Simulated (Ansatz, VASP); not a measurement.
## NbCd3 in VASP and in Ansatz

```
CELL_PARAMETERS angstrom
4.21500 0.00000 0.00000
0.00000 4.21500 0.00000
0.00000 0.00000 4.35550
ATOMIC_POSITIONS crystal
Nb 0.00000 0.00000 0.00000
Cd 0.00000 0.50000 0.50000
Cd 0.50000 0.00000 0.50000
Cd 0.50000 0.50000 0.00000
```

Alike in both runs: task single point; functional PBE; k mesh 8 × 8 × 8; occupations fermi-dirac, width 0.1 eV; no spin polarisation.

|  | VASP | Ansatz |
| --- | --- | --- |
| version | VASP 6.6.1 | Ansatz 0.2.0 |
| potentials or method | VASP PAW PBE potentials, release 64 (Nb_sv, Cd), cutoff 520 eV | plane waves, PAW |
| valence electrons in the cell | 49 | 73 |

|  | VASP | Ansatz | Ansatz less VASP |
| --- | --- | --- | --- |
| pressure (GPa) | 3.9 | 3.4 | -0.47 |
| traceless stress, the component that is largest in VASP (GPa) | -1.70 | -1.69 | +0.014 |

VASP's potentials hold 49 valence electrons a cell and Ansatz's 73, so a difference there can come from the potentials and not from the codes.
